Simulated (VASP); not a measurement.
**BN: single point with PBEsol**

The system is BN.

```
B N
1.0
     2.36200    0.00000    0.00000
    -1.18100    2.04555    0.00000
     0.00000    0.00000    7.55464
B N
2 2
Direct
  0.00000 0.00000 0.50000
  0.33333 0.66667 0.00000
  0.00000 0.00000 0.00000
  0.66667 0.33333 0.50000
```

This cell differs from its parent crystal: ratio of the length along z to the lengths across it x 1.2, volume and fractional coordinates fixed.

```
Program             : VASP 6.6.1
Task                : single point
Functional          : PBEsol
Potentials or basis : VASP PAW PBE potentials, release 64 (B, N)
Cutoff              : 520 eV
k mesh              : 12 × 12 × 4
Occupations         : gaussian, width 0.05 eV
Spin                : no spin polarisation
```

```yaml
Pressure: 47.9 GPa
Band_gap_on_the_k_mesh: 4.31 eV, indirect (least direct gap 5.01 eV)
```

Stress tensor (GPa, compression positive):
```
72.11  0.00  0.00
 0.00 72.11  0.00
 0.00  0.00 -0.51
```

Levels at points of the mesh, in eV from the valence-band top:
```tsv
k point	band 4	band 5	band 6	band 7	band 8	band 9	band 10	band 11	band 12	band 13
(0.00, 0.00, 0.00)	-5.77	-1.09	-1.09	-1.07	-1.07	4.31	8.63	12.76	13.05	13.05
(0.50, 0.00, 0.00)	-9.60	-4.41	-4.39	-1.26	-1.00	4.74	5.40	11.11	11.47	13.16
(0.00, 0.00, 0.50)	-6.30	-1.09	-1.09	-1.07	-1.07	6.05	6.06	13.05	13.05	13.07
(0.50, 0.00, 0.50)	-9.62	-4.41	-4.39	-1.13	-1.11	4.98	4.99	11.51	11.60	13.65
```

Wall time 17 s on 1 thread of Intel(R) Xeon(R) 6975P-C (Granite Rapids) (shared host), peak memory 0.15 GiB.

Caveat: the PAW data sets were made with another functional, which shifts forces and pressure a little; this functional lacks dispersion, which binds the layers, so the pressure and a relaxed spacing across them are unreliable. A k mesh can miss the band edges.
